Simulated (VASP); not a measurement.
Write the native input for VASP 6.6.1 that does the following.

| Item | Value |
| --- | --- |
| Task | single point |
| Functional | PBE |
| Potentials or basis | VASP PAW PBE potentials, release 64 (Li_sv, O) |
| Cutoff | 750 eV |
| k mesh | 2 × 2 × 2, shifted |
| Occupations | gaussian, width 0.01 eV |
| Spin | no spin polarisation |
| Dipole correction | no |
| Further INCAR settings | ALGO = Normal; EDIFF = 1e-06; NBANDS = 13; ISYM = 0 |

The structure of Li2O lies in POSCAR:

```
Li2O
1.0
    0.0000000000      2.3268543819      2.3268543819
    2.3268543819      0.0000000000      2.3268543819
    2.3268543819      2.3268543819      0.0000000000
Li O
2 1
Direct
    0.7500000000      0.7500000000      0.7500000000
    0.2500000000      0.2500000000      0.2500000000
    0.0000000000      0.0000000000      0.0000000000
```

The input as run:

INCAR

```
PREC = Accurate
ENCUT = 750
EDIFF = 1E-6
ISMEAR = 0
SIGMA = 0.01
LREAL = F
LASPH = T
NELM = 120
ALGO = Normal
ISIF = 2
LWAVE = F
LCHARG = F
GGA = PE
ISYM = 0
NBANDS = 13
GGA_COMPAT = F
```

KPOINTS

```
Automatic mesh
0
Gamma
  2 2 2
  0.25 0.25 0.25
```

Potentials or basis: VASP PAW PBE potentials, release 64 (Li_sv, O).

Launch:

```sh
$ cat potpaw_PBE.64/Li_sv/POTCAR potpaw_PBE.64/O/POTCAR > POTCAR
$ mpirun -np 1 vasp_std > vasp.out
```

It gave:

The pressure is -0.6 GPa and the band gap on the k mesh is 5.50 eV, indirect (least direct gap 5.53 eV).

Caveat: the k points lie up to 1.17 Å⁻¹ apart.

It used 24 s of CPU time on 1 thread of AMD EPYC 7R13 Processor (Zen 3), with other jobs on the host.
